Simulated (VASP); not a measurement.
Runs of VASP 6.6.1 on Al3BP2. The structure is that of space group P6/mmm (No. 191), or close to it. The cells are those of the table. 

```csv
task,cell,k mesh,cutoff (eV),gap on the mesh (eV),pressure (GPa),relaxed volume (Å³/atom)
relaxation of cell and atoms,"relaxed from a = 5.779, b = 5.779, c = 3.025 Å, angles 90.0, 90.0, 120.0°, 6 atoms",3 × 3 × 6,600,none,0.1,18.31
relaxation of cell and atoms,"relaxed from a = 6.163, b = 6.163, c = 3.331 Å, angles 90.0, 90.0, 120.0°, 6 atoms",6 × 6 × 12,600,none,-0.1,18.31
single point,"a = 6.135, b = 6.135, c = 3.371 Å, angles 90.0, 90.0, 120.0°, 6 atoms",6 × 6 × 12,520,none,-0.1,-
single point,"a = 6.163, b = 6.163, c = 3.331 Å, angles 90.0, 90.0, 120.0°, 6 atoms",3 × 3 × 6,520,none,0.3,-
single point,"a = 5.779, b = 5.779, c = 3.025 Å, angles 90.0, 90.0, 120.0°, 6 atoms",3 × 3 × 6,520,none,(a),-
```

Alike in all rows: level PBE; potentials or basis VASP PAW PBE potentials, release 64 (Al, B, P); no spin polarisation; smearing gaussian 0.1 eV.

Question: Fill in the values left out.

Answer: (a) 29.0.

Caveats: some runs use coarse meshes; the volume moved by over 15 % at a fixed basis, so the end points are rough (some runs).

A gap of «none» marks levels without a gap at the run's occupations.
